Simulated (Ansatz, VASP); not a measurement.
Two plane-wave programs on Nb3CdB

```
Nb Cd B
1.0
     4.91493    0.00000    0.00000
     0.00000    4.91493    0.00000
     0.00000    0.00000    4.91493
Nb Cd B
3 1 1
Direct
  0.00000 0.50000 0.50000
  0.50000 0.00000 0.50000
  0.50000 0.50000 0.00000
  0.50000 0.50000 0.50000
  0.00000 0.00000 0.00000
```

Alike in both runs: functional PBE; k mesh 4 × 4 × 4; occupations gaussian, width 0.1 eV; no spin polarisation.

Ansatz relaxed the structure, and its values are those at the end. VASP's run is a single point on that final structure, the one shown.

|  | VASP | Ansatz |
| --- | --- | --- |
| version | VASP 6.6.1 | Ansatz 0.2.0 |
| potentials or method | VASP PAW PBE potentials, release 64 (Nb_sv, Cd, B), cutoff 520 eV | scalar-relativistic, plane waves, PAW |
| valence electrons in the cell | 54 | 62 |

```tsv
	VASP	Ansatz	Ansatz less VASP
gap on the k mesh at the Fermi level (eV)	none	none	-
pressure (GPa)	0.6	0.0	-0.53
```

A gap of «none» marks a metal or a gap that the smearing closes. VASP's potentials hold 54 valence electrons a cell and Ansatz's 62, so a difference there can come from the potentials and not from the codes.
